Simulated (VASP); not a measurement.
# GaSb5 (F-43m) in VASP: a series of runs

GaSb5 is run at these levels: PBE; tasks: single point, relaxation of cell and atoms.

Program: VASP 6.6.1. These are calculated values, not measurements. Logs are shortened: lines on timing, memory, paths and dates and some standing lists are left out, and cuts for length are marked.

### 1 The cell of the first run

Symmetry: F-43m, No. 216, cubic system. The conventional cell has a = 8.854 Å, b = 8.854 Å, c = 8.854 Å, α = 90.00°, β = 90.00°, γ = 90.00°. Within 4.8 Å of Ga (site symmetry -43m) lie 16 Sb at 3.67 to 3.83 Å. Sb (site symmetry 3m) has 9 Sb at 3.11 to 3.67 Å and 3 Ga at 3.67 Å within 4.1 Å. Within 4.8 Å of Sb (site symmetry -43m) lie 12 Sb at 3.67 Å and 4 Ga at 3.83 Å.

The cell was built from a structure type or drawn by symmetry, and may not be a known phase.

### 2 Single point, PBE

Input file INCAR:

```
SYSTEM = GaSb5
  PREC = Accurate
  ENCUT = 520
  EDIFF = 1E-6
  ISMEAR = 0
  SIGMA = 0.1
  LREAL = .False.
  LASPH = .True.
  NELM = 80
  ALGO = Normal
  ISIF = 2
  LWAVE = .False.
  LCHARG = .False.
  GGA = PE
  NBANDS = 28
```

Input file KPOINTS:

```
Automatic mesh
0
Gamma
  4 4 4
  0 0 0
```

Input file POSCAR:

```
GaSb5
1.0
    0.0000000000      4.4271213200      4.4271213200
    4.4271213200      0.0000000000      4.4271213200
    4.4271213200      4.4271213200      0.0000000000
Ga Sb
1 5
Direct
    0.5000000000      0.5000000000      0.5000000000
    0.3719714300      0.8760095200      0.8760095200
    0.8760095200      0.8760095200      0.8760095200
    0.2500000000      0.2500000000      0.2500000000
    0.8760095200      0.8760095200      0.3719714300
    0.8760095200      0.3719714300      0.8760095200
```

Potentials or basis: VASP PAW PBE potentials, release 64 (Ga_d, Sb).

Run with:

```bash
> cat potpaw_PBE.64/Ga_d/POTCAR potpaw_PBE.64/Sb/POTCAR > POTCAR
> mpirun -np 1 vasp_std > vasp.out
```

OUTCAR:

```text
SYSTEM = GaSb5
   PREC = Accurate
   ENCUT = 520
   EDIFF = 1E-6
   ISMEAR = 0
   LREAL = .False.
   LASPH = .True.
   NELM = 80
   ISIF = 2
   GGA = PE

 ion  position               nearest neighbor table
   1  0.500  0.500  0.500-
   2  0.372  0.876  0.876-   3 3.11   5 3.11   6 3.11   3 3.16   5 3.16   6 3.16   4 3.67   4 3.67
                             4 3.67
   3  0.876  0.876  0.876-   2 3.11   5 3.11   6 3.11   5 3.16   6 3.16   2 3.16   4 3.67   4 3.67
                             4 3.67
   4  0.250  0.250  0.250-   5 3.67   6 3.67   2 3.67   5 3.67   2 3.67   6 3.67   3 3.67   3 3.67
                             3 3.67   2 3.67   5 3.67   6 3.67
   5  0.876  0.876  0.372-   2 3.11   3 3.11   6 3.11   3 3.16   6 3.16   2 3.16   4 3.67   4 3.67
                             4 3.67
   6  0.876  0.372  0.876-   2 3.11   3 3.11   5 3.11   5 3.16   3 3.16   2 3.16   4 3.67   4 3.67
                             4 3.67

  LATTYP: Found a face centered cubic cell.
 ALAT       =     8.8542426400

  Lattice vectors:

 A1 = (   0.0000000000,   4.4271213200,   4.4271213200)
 A2 = (   4.4271213200,   0.0000000000,   4.4271213200)
 A3 = (   4.4271213200,   4.4271213200,   0.0000000000)

Analysis of symmetry for initial positions (statically):
=====================================================================
 Subroutine PRICEL returns:
 Original cell was already a primitive cell.

 Routine SETGRP: Setting up the symmetry group for a
 face centered cubic supercell.

 Subroutine GETGRP returns: Found 24 space group operations
 (whereof 24 operations were pure point group operations)
 out of a pool of 48 trial point group operations.

The static configuration has the point symmetry T_d .

Analysis of symmetry for dynamics (positions and initial velocities):
=====================================================================
 Subroutine PRICEL returns:
 Original cell was already a primitive cell.

 Routine SETGRP: Setting up the symmetry group for a
 face centered cubic supercell.

 Subroutine GETGRP returns: Found 24 space group operations
 (whereof 24 operations were pure point group operations)
 out of a pool of 48 trial point group operations.

The dynamic configuration has the point symmetry T_d .

 Subroutine INISYM returns: Found 24 space group operations
 (whereof 24 operations are pure point group operations),
 and found     1 'primitive' translations

----------------------------------------------------------------------------------------

                                     Primitive cell

  volume of cell :     173.5379

  direct lattice vectors                    reciprocal lattice vectors
     0.000000000  4.427121320  4.427121320    -0.112940207  0.112940207  0.112940207
     4.427121320  0.000000000  4.427121320     0.112940207 -0.112940207  0.112940207
     4.427121320  4.427121320  0.000000000     0.112940207  0.112940207 -0.112940207

  length of vectors
     6.260895013  6.260895013  6.260895013     0.195618177  0.195618177  0.195618177

  position of ions in fractional coordinates (direct lattice)
     0.500000000  0.500000000  0.500000000
     0.371971430  0.876009520  0.876009520
     0.876009520  0.876009520  0.876009520
     0.250000000  0.250000000  0.250000000
     0.876009520  0.876009520  0.371971430
     0.876009520  0.371971430  0.876009520

  ion indices of the primitive-cell ions
   primitive index   ion index
                 1           1
                 2           2
                 3           3
                 4           4
                 5           5
                 6           6

----------------------------------------------------------------------------------------

 KPOINTS: Automatic mesh

Automatic generation of k-mesh.
 Grid dimensions read from file:
 generate k-points for:    4    4    4

 Generating k-lattice:

  Cartesian coordinates                     Fractional coordinates (reciprocal lattice)
    -0.028235052  0.028235052  0.028235052     0.250000000  0.000000000  0.000000000
     0.028235052 -0.028235052  0.028235052     0.000000000  0.250000000  0.000000000
     0.028235052  0.028235052 -0.028235052     0.000000000  0.000000000  0.250000000

  Length of vectors
     0.048904544  0.048904544  0.048904544

  Shift w.r.t. Gamma in fractional coordinates (k-lattice)
     0.000000000  0.000000000  0.000000000

 Subroutine IBZKPT returns following result:
 ===========================================

 Found      8 irreducible k-points:

 Following reciprocal coordinates:
            Coordinates               Weight
  0.000000  0.000000  0.000000      1.000000
  0.250000  0.000000  0.000000      8.000000
  0.500000  0.000000  0.000000      4.000000
  0.250000  0.250000  0.000000      6.000000
  0.500000  0.250000  0.000000     24.000000
 -0.250000  0.250000  0.000000     12.000000
  0.500000  0.500000  0.000000      3.000000
 -0.250000  0.500000  0.250000      6.000000
   k-points           NKPTS =      8   k-points in BZ     NKDIM =      8   number of bands    NBANDS=     28
   number of dos      NEDOS =    301   number of ions     NIONS =      6
   total plane-waves  NPLWV = 110592
   dimension x,y,z NGX =    48 NGY =   48 NGZ =   48
   dimension x,y,z NGXF=    96 NGYF=   96 NGZF=   96
   ions per type =               1   5
   NGX,Y,Z   is equivalent  to a cutoff of  12.75, 12.75, 12.75 a.u.
   NGXF,Y,Z  is equivalent  to a cutoff of  25.49, 25.49, 25.49 a.u.
 SYSTEM =  GaSb5
   PREC   = accura    normal or accurate (medium, high low for compatibility)
   ISTART =      0    job   : 0-new  1-cont  2-samecut
   ICHARG =      2    charge: 1-file 2-atom 10-const
   ISPIN  =      1    spin polarized calculation?
   LNONCOLLINEAR =      F non collinear calculations
   LSORBIT =      F    spin-orbit coupling
   LASPH  =      T    aspherical Exc in radial PAW
   ENCUT  =  520.0 eV  38.22 Ry    6.18 a.u.  11.64 11.64 11.64*2*pi/ulx,y,z
   NELM   =     80;   NELMIN=  2; NELMDL= -5     # of ELM steps
   EDIFF  = 0.1E-05   stopping-criterion for ELM
   LREAL  =      F    real-space projection
   EDIFFG = 0.1E-04   stopping-criterion for IOM
   NSW    =      0    number of steps for IOM
   IBRION =     -1    ionic relax: 0-MD 1-quasi-New 2-CG
   NFREE  =      0    steps in history (QN), initial steepest desc. (CG)
   ISIF   =      2    stress and relaxation
   ISYM   =      2    0-nonsym 1-usesym 2-fastsym
   POTIM  = 0.5000    time-step for ionic-motion
   TEBEG  =    0.0;   TEEND  =   0.0 temperature during run
   PSTRESS=    0.0 pullay stress
   NELECT =      38.0000    total number of electrons
   NUPDOWN=      -1.0000    fix difference up-down
   EMIN   =  10.00;   EMAX   =-10.00  energy-range for DOS
   EFERMI =   0.00;   METHOD = LEGACY
   ISMEAR =     0;   SIGMA  =   0.10  broadening in eV -4-tet -1-fermi 0-gaus
   EFERMI_NEDOS =   21; number of points for ismear=-14 and -15
   IALGO  =     38    algorithm
   IMIX   =      4    mixing-type and parameters
     AMIX     =   0.40;   BMIX     =  1.00
     AMIX_MAG =   1.60;   BMIX_MAG =  1.00
  volume/ion in A,a.u.               =      28.92       195.18
  Fermi-wavevector in a.u.,A,eV,Ry     =   0.986744  1.864676 13.247506  0.973664
  Thomas-Fermi vector in A             =   2.118147
   LORBIT       =      0    0 simple, 1 ext, 2 COOP (PROOUT), +10 PAW based schemes
   GGA     = PE    functional components
   LHFCALC =     F    Hartree Fock is set to
   AEXX    =    0.0000 exact exchange contribution
   IVDW    =     0    specifies the selected vdW correction
   LEPSILON=     F    determine dielectric tensor
   LRPA    =     F    only Hartree local field effects (RPA)
 non-spin polarized calculation
 Gauss-broadening in eV      SIGMA  =   0.10
  energy-cutoff  :      520.00
  volume of cell :      173.54
 maximum number of plane-waves:      4720
 NGX is ok and might be reduce to    48
   NGX = 23   NGY = 23   NGZ = 23

 number of electron      38.0000009 magnetization

 Free energy of the ion-electron system (eV)
  ---------------------------------------------------
  ext. energy  EPLUGINS =         0.00000000
  ---------------------------------------------------
  free energy    TOTEN  =       -21.79294256 eV

  energy without entropy =      -21.77412471  energy(sigma->0) =      -21.78353363

 E-fermi :   6.6788     XC(G=0):  -9.7288

 val. band max:        6.6728872602   @ k =   0.2500   0.0000   0.0000
 cond. band min:       6.8710263609   @ k =  -0.2500   0.2500   0.0000
 fundamental gap:      0.1981391006
 Fermi energy:         6.6787612661

 k-point     1 :       0.0000    0.0000    0.0000
  band No.  band energies     occupation
      1      -8.2591      2.00000
      2      -8.2591      2.00000
      3      -8.2591      2.00000
      4      -8.2589      2.00000
      5      -8.2589      2.00000
      6      -5.7328      2.00000
[... 20 lines left out ...]
     27      12.3096      0.00000
     28      12.9619      0.00000

 k-point     2 :       0.2500    0.0000    0.0000
  band No.  band energies     occupation
      1      -8.2593      2.00000
      2      -8.2592      2.00000
      3      -8.2592      2.00000
      4      -8.2588      2.00000
      5      -8.2588      2.00000
      6      -5.4385      2.00000
[... 20 lines left out ...]
     27      10.7289      0.00000
     28      12.2439      0.00000

 k-point     3 :       0.5000    0.0000    0.0000
  band No.  band energies     occupation
      1      -8.2595      2.00000
      2      -8.2594      2.00000
      3      -8.2594      2.00000
      4      -8.2585      2.00000
      5      -8.2585      2.00000
      6      -4.9095      2.00000
[... 20 lines left out ...]
     27      10.3531      0.00000
     28      11.2419      0.00000

 k-point     4 :       0.2500    0.2500    0.0000
  band No.  band energies     occupation
      1      -8.2596      2.00000
      2      -8.2594      2.00000
      3      -8.2588      2.00000
      4      -8.2588      2.00000
      5      -8.2588      2.00000
      6      -5.3317      2.00000
[... 20 lines left out ...]
     27      10.4284      0.00000
     28      11.8573      0.00000

 k-point     5 :       0.5000    0.2500    0.0000
  band No.  band energies     occupation
      1      -8.2598      2.00000
      2      -8.2595      2.00000
      3      -8.2590      2.00000
      4      -8.2587      2.00000
      5      -8.2585      2.00000
      6      -4.7448      2.00000
[... 20 lines left out ...]
     27       9.9783      0.00000
     28      10.4492      0.00000

 k-point     6 :      -0.2500    0.2500    0.0000
  band No.  band energies     occupation
      1      -8.2595      2.00000
      2      -8.2593      2.00000
      3      -8.2592      2.00000
      4      -8.2587      2.00000
      5      -8.2587      2.00000
      6      -4.9865      2.00000
[... 20 lines left out ...]
     27      10.0849      0.00000
     28      10.6270      0.00000

 k-point     7 :       0.5000    0.5000    0.0000
  band No.  band energies     occupation
      1      -8.2602      2.00000
      2      -8.2600      2.00000
      3      -8.2586      2.00000
      4      -8.2584      2.00000
      5      -8.2584      2.00000
      6      -4.2663      2.00000
[... 20 lines left out ...]
     27       9.2386      0.00000
     28      11.1237      0.00000

 k-point     8 :      -0.2500    0.5000    0.2500
  band No.  band energies     occupation
      1      -8.2598      2.00000
      2      -8.2595      2.00000
      3      -8.2589      2.00000
      4      -8.2589      2.00000
      5      -8.2584      2.00000
      6      -4.2506      2.00000
[... 20 lines left out ...]
     27       9.4181      0.00000
     28       9.8935      0.00000

------------------------ aborting loop because EDIFF is reached ----------------------------------------

  FORCE on cell =-STRESS in cart. coord.  units (eV):
  Direction    XX          YY          ZZ          XY          YZ          ZX
  --------------------------------------------------------------------------------------
  -------------------------------------------------------------------------------------
  Total       -0.6868887     -0.6868887     -0.6868887      0.0000000      0.0000000      0.0000000
  in kB       -6.3416564     -6.3416564     -6.3416564      0.0000000      0.0000000      0.0000000
  external PRESSURE =      -6.3416564 kB  Pullay stress =       0.0000000 kB

 VOLUME and BASIS-vectors are now :
 -----------------------------------------------------------------------------
  energy-cutoff  :      520.00
  volume of cell :      173.54
      direct lattice vectors                 reciprocal lattice vectors
     0.000000000  4.427121320  4.427121320    -0.112940207  0.112940207  0.112940207
     4.427121320  0.000000000  4.427121320     0.112940207 -0.112940207  0.112940207
     4.427121320  4.427121320  0.000000000     0.112940207  0.112940207 -0.112940207

 POSITION                                       TOTAL-FORCE (eV/Angst)
 -----------------------------------------------------------------------------------
      4.42712      4.42712      4.42712        -0.000000     -0.000000     -0.000000
      7.75640      5.52496      5.52496        -0.000708      0.000708      0.000708
      7.75640      7.75640      7.75640        -0.000708     -0.000708     -0.000708
      2.21356      2.21356      2.21356        -0.000000     -0.000000     -0.000000
      5.52496      5.52496      7.75640         0.000708      0.000708     -0.000708
      5.52496      7.75640      5.52496         0.000708     -0.000708      0.000708
 -----------------------------------------------------------------------------------
    total drift:                                0.000013      0.000013      0.000013

  FREE ENERGIE OF THE ION-ELECTRON SYSTEM (eV)
  ---------------------------------------------------
  free  energy   TOTEN  =       -21.7929425596 eV

  energy  without entropy=      -21.7741247099  energy(sigma->0) =      -21.78353363
```

Wall time 23 s (1 thread of Intel Xeon 6975P-C (Granite Rapids), shared host); peak memory 0.32 GiB.

Results:

- Free energy: -21.7929 eV
- Pressure: -0.6 GPa
- Band gap on the k mesh: zero (bands 19 and 20 overlap by 1.43 eV)

Caveat: spin-orbit coupling is left out, which moves the levels of the heavy elements.

### 3 Single point, PBE

Input file INCAR:

```
SYSTEM = GaSb5
PREC = Accurate ; ENCUT = 520
EDIFF = 1E-7 ; ISMEAR = 0
SIGMA = 0.1 ; LREAL = .FALSE.
LASPH = .TRUE. ; NELM = 60
ALGO = Normal ; ISIF = 2
LWAVE = .FALSE. ; LCHARG = .FALSE.
GGA = PE ; NBANDS = 28
```

Input file KPOINTS:

```
regular mesh
0
G
  8 8 8
  0 0 0
```

Input file POSCAR:

```
GaSb5
1.0
    0.0000000000      4.4282251366      4.4282251366
    4.4282251366      0.0000000000      4.4282251366
    4.4282251366      4.4282251366      0.0000000000
Ga Sb
1 5
Direct
    0.5000000000      0.5000000000      0.5000000000
    0.3755846521      0.8748051160      0.8748051160
    0.8748051160      0.8748051160      0.8748051160
    0.2500000000      0.2500000000      0.2500000000
    0.8748051160      0.8748051160      0.3755846521
    0.8748051160      0.3755846521      0.8748051160
```

Potentials or basis: VASP PAW PBE potentials, release 64 (Ga_d, Sb).

Run with:

```bash
> cat potpaw_PBE.64/Ga_d/POTCAR potpaw_PBE.64/Sb/POTCAR > POTCAR
> mpirun -np 1 vasp_std > vasp.out
```

It took 77 s on 1 thread of Intel Xeon 6975P-C (Granite Rapids), shared host; peak memory 0.38 GiB.

Results (log left out):

```yaml
Free_energy: -21.4975 eV
Pressure: 0.0 GPa
Band_gap_on_the_k_mesh: zero (bands 19 and 20 overlap by 1.50 eV)
```

Forces in eV/Å, atoms in the order of the input:
```
Ga   0.000  0.000  0.000
Sb   0.002 -0.002 -0.002
Sb   0.002  0.002  0.002
Sb   0.000  0.000  0.000
Sb  -0.002 -0.002  0.002
Sb  -0.002  0.002 -0.002
```

Levels at points of the mesh, in eV from the Fermi level:
```csv
k point,band 17,band 18,band 19,band 20,band 21,band 22
"(0.00, 0.00, 0.00)",-2.49,-1.27,-1.27,-1.27,2.65,2.65
"(0.50, 0.00, 0.00)",-1.30,-1.00,-1.00,0.07,0.38,1.48
"(0.50, 0.50, 0.00)",-0.88,-0.61,-0.51,-0.48,-0.36,0.52
```

Caveat: spin-orbit coupling is left out, which moves the levels of the heavy elements.

### 4 Relaxation of cell and atoms, PBE

Input file INCAR:

```
SYSTEM = GaSb5
PREC = Accurate
ENCUT = 600
EDIFF = 1E-7
ISMEAR = 0
SIGMA = 0.1
LREAL = .FALSE.
LASPH = .TRUE.
NELM = 100
ALGO = Normal
ISIF = 3
LWAVE = .FALSE.
LCHARG = .FALSE.
GGA = PE
IBRION = 2
NSW = 100
EDIFFG = -0.01
```

KPOINTS is that of step 3.

Input file POSCAR:

```
GaSb5
1.0
    0.0000000000      4.4271213200      4.4271213200
    4.4271213200      0.0000000000      4.4271213200
    4.4271213200      4.4271213200      0.0000000000
Ga Sb
1 5
Direct
    0.5000000000      0.5000000000      0.5000000000
    0.3719714300      0.8760095200      0.8760095200
    0.8760095200      0.8760095200      0.8760095200
    0.2500000000      0.2500000000      0.2500000000
    0.8760095200      0.8760095200      0.3719714300
    0.8760095200      0.3719714300      0.8760095200
```

Run with:

```bash
> cat potpaw_PBE.64/Ga_d/POTCAR potpaw_PBE.64/Sb/POTCAR > POTCAR
> mpirun -np 1 vasp_std > vasp.out
```

It took 5.2 min on 1 thread of Intel Xeon 6975P-C (Granite Rapids), shared host; peak memory 0.45 GiB.

The run converged. Its results:

```
Free energy                           : -21.4974 eV
Relaxed volume                        : 28.91 Å³/atom
Relaxed cell                          : a = 6.260 Å, b = 6.260 Å, c = 6.260 Å, α = 60.00°, β = 60.00°, γ = 60.00°
Space group after relaxing (to 0.1 Å) : F-43m (No. 216)
Energy gained by relaxing             : 0.7 meV/atom
Ionic steps                           : 6
Pressure after relaxing               : 0.0 GPa
Band gap on the k mesh                : zero (bands 19 and 20 overlap by 1.50 eV)
```

The path:
```
step  energy change (eV)  largest force (eV/Å)  pressure (GPa)  volume (Å³)
   1              0.0000                0.1213            0.02       173.54
   2             -0.0024                0.0813           -0.03       173.64
   3             -0.0041                0.0162           -0.11       173.89
   4             -0.0042                0.0022           -0.09       173.84
   5             -0.0043                0.0041            0.07       173.25
   6             -0.0044                0.0014            0.00       173.49
```

Final structure:
```yaml
crystal:
  lattice:
    - [0.00000, 4.42669, 4.42669]
    - [4.42669, 0.00000, 4.42669]
    - [4.42669, 4.42669, 0.00000]
  atoms:
    - { symbol: Ga, position: [0.50000, 0.50000, 0.50000] }
    - { symbol: Sb, position: [0.37554, 0.87482, 0.87482] }
    - { symbol: Sb, position: [0.87482, 0.87482, 0.87482] }
    - { symbol: Sb, position: [0.25000, 0.25000, 0.25000] }
    - { symbol: Sb, position: [0.87482, 0.87482, 0.37554] }
    - { symbol: Sb, position: [0.87482, 0.37554, 0.87482] }
```

Levels at points of the mesh, in eV from the Fermi level:
```
           k point  band 17  band 18  band 19  band 20  band 21  band 22
(0.00, 0.00, 0.00)    -2.49    -1.27    -1.27    -1.27     2.65     2.65
(0.50, 0.00, 0.00)    -1.31    -1.00    -1.00     0.07     0.38     1.48
(0.50, 0.50, 0.00)    -0.88    -0.61    -0.51    -0.48    -0.35     0.52
```

Caveat: spin-orbit coupling is left out, which moves the levels of the heavy elements.

### 5 Summary

| task | cell | k mesh | cutoff (eV) | gap on the mesh (eV) | pressure (GPa) |
| --- | --- | --- | --- | --- | --- |
| single point | a = 6.261 Å, angles 60.0°, 6 atoms, atomic positions A | 4 × 4 × 4 | 520 | none | -0.6 |
| single point | a = 6.262 Å, angles 60.0°, 6 atoms, atomic positions B | 8 × 8 × 8 | 520 | none | 0.0 |
| relaxation of cell and atoms | relaxed from a = 6.261 Å, angles 60.0°, 6 atoms, atomic positions A | 8 × 8 × 8 | 600 | none | 0.0 |

Alike in all rows: level PBE; potentials or basis VASP PAW PBE potentials, release 64 (Ga_d, Sb); no spin polarisation; smearing gaussian 0.1 eV.

Caveats: spin-orbit coupling is left out, which moves the levels of the heavy elements.

Absolute energies hang on the potentials; compare differences alone.
